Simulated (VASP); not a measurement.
# Si4W2Cl in VASP: notebook

Runs on Si4W2Cl. Level: PBE. Tasks: relaxation of the atoms.

Program: VASP 6.6.1. These are calculated values, not measurements. Logs are shortened: lines on timing, memory, paths and dates and some standing lists are left out, and cuts for length are marked.

## 1. The cell of the first run

The cell holds a slab with vacuum, 7 atoms: a = 3.229 Å, b = 3.229 Å, c = 21.937 Å, α = 90.00°, β = 90.00°, γ = 90.00°.

## 2. Relaxation of the atoms, PBE

Contents of INCAR:

```
SYSTEM = Si4W2Cl
ALGO = Fast
DIPOL = 0.5 0.5 0.361
EDIFF = 1E-6
EDIFFG = -0.025
ENCUT = 520
GGA = PE
IBRION = 2
IDIPOL = 3
ISIF = 2
ISMEAR = 0
LASPH = .True.
LCHARG = .False.
LDIPOL = .True.
LREAL = .False.
LWAVE = .False.
NELM = 100
NSW = 36
PREC = Accurate
SIGMA = 0.1
```

Contents of KPOINTS:

```
k-points
0
Gamma
  8 8 1
  0 0 0
```

Contents of POSCAR:

```
Si4W2Cl
1.0
    3.2290359795      0.0000000000      0.0000000000
    0.0000000000      3.2290359795      0.0000000000
    0.0000000000      0.0000000000     21.9368337387
Si W Cl
4 2 1
Selective dynamics
Direct
    0.0000000000      0.0000000000      0.1823417202  F F F
    0.0000000000      0.0000000000      0.3010024140  F F F
    0.5000000000      0.5000000000      0.3590131320  F F F
    0.5000000000      0.5000000000      0.4757675544  F F F
    0.5000000000      0.5000000000      0.2416720671  F F F
    0.0000000000      0.0000000000      0.4178417948  F F F
    0.8750000000      0.8750000000      0.5461031641  F F T
```

Potentials or basis: VASP PAW PBE potentials, release 64 (Si, W_sv, Cl).

Started as:

```console
$ cat potpaw_PBE.64/Si/POTCAR potpaw_PBE.64/W_sv/POTCAR potpaw_PBE.64/Cl/POTCAR > POTCAR
$ mpirun -np 1 vasp_std > vasp.out
```

OUTCAR:

```text
SYSTEM = Si4W2Cl
   EDIFF = 1E-6
   EDIFFG = -0.025
   ENCUT = 520
   GGA = PE
   IBRION = 2
   ISIF = 2
   ISMEAR = 0
   LASPH = .True.
   LREAL = .False.
   NELM = 100
   NSW = 36
   PREC = Accurate

 ion  position               nearest neighbor table
   1  0.000  0.000  0.182-   2 2.60   5 2.63   5 2.63   5 2.63   5 2.63
   2  0.000  0.000  0.301-   6 2.56   1 2.60   3 2.61   3 2.61   3 2.61   3 2.61   5 2.63   5 2.63
                             5 2.63   5 2.63
   3  0.500  0.500  0.359-   4 2.56   5 2.57   2 2.61   2 2.61   2 2.61   2 2.61   6 2.62   6 2.62
                             6 2.62   6 2.62
   4  0.500  0.500  0.476-   7 2.31   3 2.56   6 2.61   6 2.61   6 2.61   6 2.61   7 2.81   7 2.81

   5  0.500  0.500  0.242-   3 2.57   1 2.63   1 2.63   1 2.63   1 2.63   2 2.63   2 2.63   2 2.63
                             2 2.63
   6  0.000  0.000  0.418-   2 2.56   4 2.61   4 2.61   4 2.61   4 2.61   3 2.62   3 2.62   3 2.62
                             3 2.62   7 2.87
   7  0.875  0.875  0.546-   4 2.31   4 2.81   4 2.81   6 2.87

  LATTYP: Found a simple tetragonal cell.
 ALAT       =     3.2290359795
 C/A-ratio  =     6.7936170046

  Lattice vectors:

 A1 = (   3.2290359795,   0.0000000000,   0.0000000000)
 A2 = (   0.0000000000,   3.2290359795,   0.0000000000)
 A3 = (   0.0000000000,   0.0000000000,  21.9368337387)

Analysis of symmetry for initial positions (statically):
=====================================================================
 Subroutine PRICEL returns:
 Original cell was already a primitive cell.

 Routine SETGRP: Setting up the symmetry group for a
 simple tetragonal supercell.

 Subroutine GETGRP returns: Found  2 space group operations
 (whereof  2 operations were pure point group operations)
 out of a pool of 16 trial point group operations.

The static configuration has the point symmetry C_1h.

Analysis of symmetry for dynamics (positions and initial velocities):
=====================================================================
 Subroutine PRICEL returns:
 Original cell was already a primitive cell.

 Routine SETGRP: Setting up the symmetry group for a
 simple tetragonal supercell.

 Subroutine GETGRP returns: Found  2 space group operations
 (whereof  2 operations were pure point group operations)
 out of a pool of 16 trial point group operations.

The dynamic configuration has the point symmetry C_1h.

Analysis of constrained symmetry for selective dynamics:
=====================================================================
 Subroutine PRICEL returns:
 Original cell was already a primitive cell.

 Routine SETGRP: Setting up the symmetry group for a
 simple tetragonal supercell.

 Subroutine GETGRP returns: Found  2 space group operations
 (whereof  2 operations were pure point group operations)
 out of a pool of 16 trial point group operations.

The constrained configuration has the point symmetry C_1h.

 Subroutine INISYM returns: Found  2 space group operations
 (whereof  2 operations are pure point group operations),
 and found     1 'primitive' translations

----------------------------------------------------------------------------------------

                                     Primitive cell

  volume of cell :     228.7282

  direct lattice vectors                    reciprocal lattice vectors
     3.229035979  0.000000000  0.000000000     0.309689953  0.000000000  0.000000000
     0.000000000  3.229035979  0.000000000     0.000000000  0.309689953  0.000000000
     0.000000000  0.000000000 21.936833739     0.000000000  0.000000000  0.045585430

  length of vectors
     3.229035979  3.229035979 21.936833739     0.309689953  0.309689953  0.045585430

  position of ions in fractional coordinates (direct lattice)
     0.000000000  0.000000000  0.182341720
     0.000000000  0.000000000  0.301002414
     0.500000000  0.500000000  0.359013132
     0.500000000  0.500000000  0.475767554
     0.500000000  0.500000000  0.241672067
     0.000000000  0.000000000  0.417841795
     0.875000000  0.875000000  0.546103164

  ion indices of the primitive-cell ions
   primitive index   ion index
                 1           1
                 2           2
                 3           3
                 4           4
                 5           5
                 6           6
                 7           7

----------------------------------------------------------------------------------------

 KPOINTS: k-points

Automatic generation of k-mesh.
 Grid dimensions read from file:
 generate k-points for:    8    8    1

 Generating k-lattice:

  Cartesian coordinates                     Fractional coordinates (reciprocal lattice)
     0.038711244  0.000000000  0.000000000     0.125000000  0.000000000  0.000000000
     0.000000000  0.038711244  0.000000000     0.000000000  0.125000000  0.000000000
     0.000000000  0.000000000  0.045585430     0.000000000  0.000000000  1.000000000

  Length of vectors
     0.038711244  0.038711244  0.045585430

  Shift w.r.t. Gamma in fractional coordinates (k-lattice)
     0.000000000  0.000000000  0.000000000

 Subroutine IBZKPT returns following result:
 ===========================================

 Found     21 irreducible k-points:

 Following reciprocal coordinates:
            Coordinates               Weight
  0.000000  0.000000  0.000000      1.000000
  0.125000  0.000000  0.000000      4.000000
  0.250000  0.000000  0.000000      4.000000
  0.375000  0.000000  0.000000      4.000000
  0.500000  0.000000  0.000000      2.000000
  0.125000  0.125000  0.000000      2.000000
[... 13 lines left out ...]
  0.500000  0.375000  0.000000      4.000000
  0.500000  0.500000  0.000000      1.000000
   k-points           NKPTS =     21   k-points in BZ     NKDIM =     21   number of bands    NBANDS=     30
   number of dos      NEDOS =    301   number of ions     NIONS =      7
   total plane-waves  NPLWV =  96768
   dimension x,y,z NGX =    24 NGY =   24 NGZ =  168
   dimension x,y,z NGXF=    48 NGYF=   48 NGZF=  336
   ions per type =               4   2   1
   NGX,Y,Z   is equivalent  to a cutoff of  12.36, 12.36, 12.73 a.u.
   NGXF,Y,Z  is equivalent  to a cutoff of  24.71, 24.71, 25.46 a.u.
 SYSTEM =  Si4W2Cl
   PREC   = accura    normal or accurate (medium, high low for compatibility)
   ISTART =      0    job   : 0-new  1-cont  2-samecut
   ICHARG =      2    charge: 1-file 2-atom 10-const
   ISPIN  =      1    spin polarized calculation?
   LNONCOLLINEAR =      F non collinear calculations
   LSORBIT =      F    spin-orbit coupling
   LASPH  =      T    aspherical Exc in radial PAW
   ENCUT  =  520.0 eV  38.22 Ry    6.18 a.u.   6.00  6.00 40.79*2*pi/ulx,y,z
   NELM   =    100;   NELMIN=  2; NELMDL= -5     # of ELM steps
   EDIFF  = 0.1E-05   stopping-criterion for ELM
   LREAL  =      F    real-space projection
   EDIFFG = -.3E-01   stopping-criterion for IOM
   NSW    =     36    number of steps for IOM
   IBRION =      2    ionic relax: 0-MD 1-quasi-New 2-CG
   NFREE  =      1    steps in history (QN), initial steepest desc. (CG)
   ISIF   =      2    stress and relaxation
   ISYM   =      2    0-nonsym 1-usesym 2-fastsym
   POTIM  = 0.5000    time-step for ionic-motion
   TEBEG  =    0.0;   TEEND  =   0.0 temperature during run
   PSTRESS=    0.0 pullay stress
   NELECT =      51.0000    total number of electrons
   NUPDOWN=      -1.0000    fix difference up-down
   EMIN   =  10.00;   EMAX   =-10.00  energy-range for DOS
   EFERMI =   0.00;   METHOD = LEGACY
   ISMEAR =     0;   SIGMA  =   0.10  broadening in eV -4-tet -1-fermi 0-gaus
   EFERMI_NEDOS =   21; number of points for ismear=-14 and -15
   IALGO  =     68    algorithm
   IMIX   =      4    mixing-type and parameters
     AMIX     =   0.40;   BMIX     =  1.00
     AMIX_MAG =   1.60;   BMIX_MAG =  1.00
  volume/ion in A,a.u.               =      32.68       220.50
  Fermi-wavevector in a.u.,A,eV,Ry     =   0.992716  1.875961 13.408336  0.985485
  Thomas-Fermi vector in A             =   2.124547
   LORBIT       =      0    0 simple, 1 ext, 2 COOP (PROOUT), +10 PAW based schemes
   GGA     = PE    functional components
   LHFCALC =     F    Hartree Fock is set to
   AEXX    =    0.0000 exact exchange contribution
   IVDW    =     0    specifies the selected vdW correction
   LEPSILON=     F    determine dielectric tensor
   LRPA    =     F    only Hartree local field effects (RPA)
 conjugate gradient relaxation of ions
 non-spin polarized calculation
 RMM-DIIS sequential band-by-band and
 Gauss-broadening in eV      SIGMA  =   0.10
  energy-cutoff  :      520.00
  volume of cell :      228.73
 maximum number of plane-waves:      6214
   NGX = 13   NGY = 13   NGZ = 81

 dipolmoment           0.000000      0.000000     -0.003605 electrons x Angstroem

--------------------------------------- Ionic step        1  -------------------------------------------

 number of electron      51.0000000 magnetization

 Free energy of the ion-electron system (eV)
  ---------------------------------------------------
  ext. energy  EPLUGINS =         0.00000000
  ---------------------------------------------------
  free energy    TOTEN  =       -49.32701423 eV

  energy without entropy =      -49.31264398  energy(sigma->0) =      -49.31982911

------------------------ aborting loop because EDIFF is reached ----------------------------------------

  FORCE on cell =-STRESS in cart. coord.  units (eV):
  Direction    XX          YY          ZZ          XY          YZ          ZX
  --------------------------------------------------------------------------------------
  -------------------------------------------------------------------------------------
  Total        1.0387535      1.0387535      1.1455772     -0.1417604     -0.0579490     -0.0579486
  in kB        7.2761791      7.2761791      8.0244493     -0.9929923     -0.4059169     -0.4059139
  external PRESSURE =       7.5256025 kB  Pullay stress =       0.0000000 kB
[... 69 lines left out ...]
--------------------------------------- Ionic step        3  -------------------------------------------

 number of electron      50.9999999 magnetization

 dipolmoment           0.000000      0.000000      0.052839 electrons x Angstroem

 Free energy of the ion-electron system (eV)
  ---------------------------------------------------
  ext. energy  EPLUGINS =         0.00000000
  ---------------------------------------------------
  free energy    TOTEN  =       -49.38379939 eV

  energy without entropy =      -49.36834044  energy(sigma->0) =      -49.37606992

 E-fermi :   1.8840     XC(G=0):  -6.1025

 val. band max:        1.8677696825   @ k =   0.3750   0.2500   0.0000
 cond. band min:       1.9301183183   @ k =   0.3750   0.0000   0.0000
 fundamental gap:      0.0623486358
 Fermi energy:         1.8839578591

 k-point     1 :       0.0000    0.0000    0.0000
  band No.  band energies     occupation
      1     -72.0286      2.00000
      2     -71.8284      2.00000
      3     -36.3161      2.00000
      4     -36.2326      2.00000
      5     -36.2251      2.00000
      6     -36.0902      2.00000
[... 682 lines left out ...]
     29       4.9105      0.00000
     30       5.3604      0.00000

------------------------ aborting loop because EDIFF is reached ----------------------------------------

 vacuum level on the upper side and lower side of the slab       (xc-potential included)         0.438        -0.552

  FORCE on cell =-STRESS in cart. coord.  units (eV):
  Direction    XX          YY          ZZ          XY          YZ          ZX
  --------------------------------------------------------------------------------------
  -------------------------------------------------------------------------------------
  Total        0.2372367      0.2372367     -0.2875255     -0.3233725     -0.5497933     -0.5497930
  in kB        1.6617773      1.6617773     -2.0140358     -2.2651340     -3.8511492     -3.8511471
  external PRESSURE =       0.4365063 kB  Pullay stress =       0.0000000 kB
[... 22 lines left out ...]
  FREE ENERGIE OF THE ION-ELECTRON SYSTEM (eV)
  ---------------------------------------------------
  free  energy   TOTEN  =       -49.3837993949 eV

  energy  without entropy=      -49.3683404423  energy(sigma->0) =      -49.37606992

 reached required accuracy - stopping structural energy minimisation

 vacuum level on the upper side and lower side of the slab         7.236         6.259
```

Wall time 11 min (1 thread of Oxide Virtual Turin-like, shared host); peak memory 0.36 GiB.

What came out:

* Free energy: -49.3838 eV
* Energy gained by relaxing: 8.1 meV/atom
* Ionic steps: 3
* Band gap on the k mesh: zero (an odd number of electrons rules out a gap without spin polarisation)

The path:
| step | energy change (eV) | largest force on free atoms (eV/Å) | pressure (GPa) |
| --- | --- | --- | --- |
| 1 | 0.0000 | 0.7964 | 0.75 |
| 2 | -0.0264 | 0.5795 | 0.55 |
| 3 | -0.0568 | 0.0179 | 0.04 |

Final structure:
```cif
data_structure
_symmetry_space_group_name_H-M 'P 1'
_symmetry_Int_Tables_number 1
_cell_length_a 3.2290
_cell_length_b 3.2290
_cell_length_c 21.9368
_cell_angle_alpha 90.000
_cell_angle_beta 90.000
_cell_angle_gamma 90.000
_cell_volume 228.73
loop_
_atom_site_label
_atom_site_type_symbol
_atom_site_fract_x
_atom_site_fract_y
_atom_site_fract_z
_atom_site_occupancy
Si1 Si 0.00000 0.00000 0.18234 1
Si2 Si 0.00000 0.00000 0.30100 1
Si3 Si 0.50000 0.50000 0.35901 1
Si4 Si 0.50000 0.50000 0.47577 1
W1 W 0.50000 0.50000 0.24167 1
W2 W 0.00000 0.00000 0.41784 1
Cl1 Cl 0.87500 0.87500 0.55253 1
```

Levels at points of the mesh, in eV from the Fermi level:
```
           k point  band 23  band 24  band 25  band 26  band 27  band 28  band 29  band 30
(0.00, 0.00, 0.00)    -0.63    -0.58     0.63     0.70     0.89     0.96     0.98     2.03
(0.50, 0.00, 0.00)    -1.94    -0.40    -0.30    -0.11     0.06     1.57     2.67     2.87
(0.50, 0.50, 0.00)    -2.05    -1.98    -1.90    -1.40     0.91     1.70     3.03     3.48
```

Caveat: spin-orbit coupling is left out, which moves the levels of the heavy elements; an odd number of electrons without spin polarisation forces a metal; a magnetic or distorted state may lie lower.

## 3. Relaxation of the atoms, PBE

Contents of INCAR:

```
  ALGO = Fast
  DIPOL = 0.5 0.5 0.362
  EDIFF = 1E-7
  EDIFFG = -0.025
  ENCUT = 520
  GGA = PE
  IBRION = 2
  IDIPOL = 3
  ISIF = 2
  ISMEAR = 0
  LASPH = T
  LCHARG = F
  LDIPOL = T
  LREAL = F
  LWAVE = F
  NELM = 100
  NSW = 36
  PREC = Accurate
  SIGMA = 0.1
```

Contents of KPOINTS:

```
k-points
0
Gamma
  8 8 1
```

Changes to POSCAR since step 2:

```diff
@@ -15,2 +15,2 @@
     0.0000000000      0.0000000000      0.4178417948  F F F
-    0.8750000000      0.8750000000      0.5461031641  F F T
+    0.7500000000      0.7500000000      0.5569334300  F F T
```

Potentials or basis: VASP PAW PBE potentials, release 64 (Si, W_sv, Cl).

Started as:

```console
$ cat potpaw_PBE.64/Si/POTCAR potpaw_PBE.64/W_sv/POTCAR potpaw_PBE.64/Cl/POTCAR > POTCAR
$ mpirun -np 1 vasp_std > vasp.out
```

Run time: 10 min. Hardware: 1 thread of Oxide Virtual Turin-like, shared host; peak memory 0.36 GiB.

The run converged. Its results:

```yaml
Free_energy: -49.7219 eV
Energy_gained_by_relaxing: 5.4 meV/atom
Ionic_steps: 3
Band_gap_on_the_k_mesh: zero (an odd number of electrons rules out a gap without spin polarisation)
```

The path:
```
step  energy change (eV)  largest force on free atoms (eV/Å)  pressure (GPa)
   1              0.0000                              0.9427            0.55
   2             -0.0303                              0.3993            0.24
   3             -0.0376                              0.0027            0.00
```

Final structure:
```
Si W Cl
1.0
     3.22904    0.00000    0.00000
     0.00000    3.22904    0.00000
     0.00000    0.00000   21.93683
Si W Cl
4 2 1
Direct
  0.00000 0.00000 0.18234
  0.00000 0.00000 0.30100
  0.50000 0.50000 0.35901
  0.50000 0.50000 0.47577
  0.50000 0.50000 0.24167
  0.00000 0.00000 0.41784
  0.75000 0.75000 0.56073
```

Levels at points of the mesh, in eV from the Fermi level:
```
           k point  band 22  band 23  band 24  band 25  band 26  band 27  band 28  band 29  band 30
(0.00, 0.00, 0.00)    -1.83    -0.70    -0.61     0.66     0.70     0.83     0.94     0.94     2.39
(0.50, 0.00, 0.00)    -1.96    -1.94    -0.92    -0.30    -0.25    -0.12     2.09     2.69     2.88
(0.50, 0.50, 0.00)    -2.92    -2.08    -1.96    -1.94    -0.64     1.14     1.37     2.98     3.25
```

Caveat: spin-orbit coupling is left out, which moves the levels of the heavy elements; an odd number of electrons without spin polarisation forces a metal; a magnetic or distorted state may lie lower.

The gap in the log of VASP goes by the Fermi energy; the results here count the filled bands.